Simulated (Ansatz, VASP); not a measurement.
**InAs in VASP and in Ansatz**

POSCAR

```
InAs
1.0
    0.0000000000      3.0545904731      3.0545904731
    3.0545904731      0.0000000000      3.0545904731
    3.0545904731      3.0545904731      0.0000000000
In As
1 1
Direct
    0.0000000000      0.0000000000      0.0000000000
    0.2500000000      0.2500000000      0.2500000000
```

Contents of INCAR.step1:

```
SYSTEM = InAs
  PREC = Accurate
  ENCUT = 520
  EDIFF = 1E-5
  ISMEAR = -1
  SIGMA = 0.02
  LREAL = .FALSE.
  LASPH = .TRUE.
  NELM = 80
  ALGO = Normal
  ISIF = 2
  LWAVE = .TRUE.
  LCHARG = .FALSE.
  NBANDS = 16
  GGA = PE
```

Contents of INCAR.step2:

```
SYSTEM = InAs
  PREC = Accurate
  ENCUT = 520
  EDIFF = 1E-6
  ISMEAR = -1
  SIGMA = 0.02
  LREAL = .FALSE.
  LASPH = .TRUE.
  NELM = 80
  ALGO = Normal
  ISIF = 2
  LWAVE = .FALSE.
  LCHARG = .FALSE.
  GGA = PE
  LHFCALC = .TRUE.
  HFSCREEN = 0.2079
  PRECFOCK = Normal
  NBANDS = 16
  ISTART = 1
```

Contents of KPOINTS:

```
Automatic mesh
0
G
  6 6 6
  0 0 0
```

Input for Ansatz:

```yaml
crystal:
  lattice:
    - [0.0, 3.0545904731, 3.0545904731]
    - [3.0545904731, 0.0, 3.0545904731]
    - [3.0545904731, 3.0545904731, 0.0]
  atoms:
    - { symbol: In, position: [0.0, 0.0, 0.0] }
    - { symbol: As, position: [0.25, 0.25, 0.25] }
kpoints:
  mp_grid: { grid: [6, 6, 6] }
  band_path:
    path:
      - [0.0, 0.0, 0.0]
      - [-0.5, -0.5, 0.0]
      - [-0.375, -0.375, 0.25]
      - [-0.375, 0.0, 0.375]
      - [0.0, 0.0, 0.5]
      - [-0.5, -0.25, 0.25]
    npoints: 1
hamiltonian:
  xc: hse06
scf:
  occupations: { method: fermi_dirac, width: 0.02 }
  n_extra_bands: 4
output:
  forces: true
  stress: true
  eigenvalues: true
```

Alike in both runs: task single point; functional HSE06; k mesh 6 × 6 × 6; occupations fermi-dirac, width 0.02 eV; no spin polarisation.

```csv
,VASP,Ansatz
version,VASP 6.6.1,Ansatz 0.2.0
potentials or method,"VASP PAW PBE potentials, release 64 (In_d, As)","plane waves, PAW"
plane-wave cutoff (eV),520,420
valence electrons in the cell,18,28
```

Ansatz gave:

```
pressure (GPa) : 0.0
```

Task: What did VASP give for the same quantities?

Result: Pressure (GPa): -0.2.

VASP's potentials hold 18 valence electrons a cell and Ansatz's 28, so a difference there can come from the potentials and not from the codes. Ansatz's warnings: stress exchange threshold loose, stress scf threshold loose.
